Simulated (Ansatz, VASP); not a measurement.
**Two plane-wave programs on MgO**

```xyz
4
Lattice="3.5207 0.0000 0.0000 -1.7604 3.0490 0.0000 0.0000 0.0000 4.2374" Properties=species:S:1:pos:R:3 pbc="T T T"
Mg    1.7604    1.0163    3.1781
Mg    0.0000    2.0327    1.0594
O     1.7604    1.0163    1.0594
O     0.0000    2.0327    3.1781
```

Alike in both runs: task single point; functional r2SCAN; k mesh 6 × 6 × 6; occupations gaussian, width 0.02 eV; no spin polarisation.

|  | VASP | Ansatz |
| --- | --- | --- |
| version | VASP 6.6.1 | Ansatz 0.2.0 |
| potentials or method | VASP PAW PBE potentials, release 64 (Mg, O), cutoff 520 eV | scalar-relativistic, plane waves, PAW |
| valence electrons in the cell | 16 | 32 |

|  | VASP | Ansatz | Ansatz less VASP |
| --- | --- | --- | --- |
| gap on the k mesh at the Fermi level (eV) | 3.90 | 3.91 | +0.014 |
| least direct gap on the mesh (eV) | 3.90 | 3.91 | +0.014 |
| pressure (GPa) | -5.1 | -4.3 | +0.81 |
| traceless stress, the component that is largest in VASP (GPa) | -0.56 | -0.39 | +0.166 |

VASP's potentials were made for PBE, not for r2SCAN. With one functional, cell and mesh, what is left measures potentials, basis and numerics. VASP's potentials hold 16 valence electrons a cell and Ansatz's 32, so a difference there can come from the potentials and not from the codes.
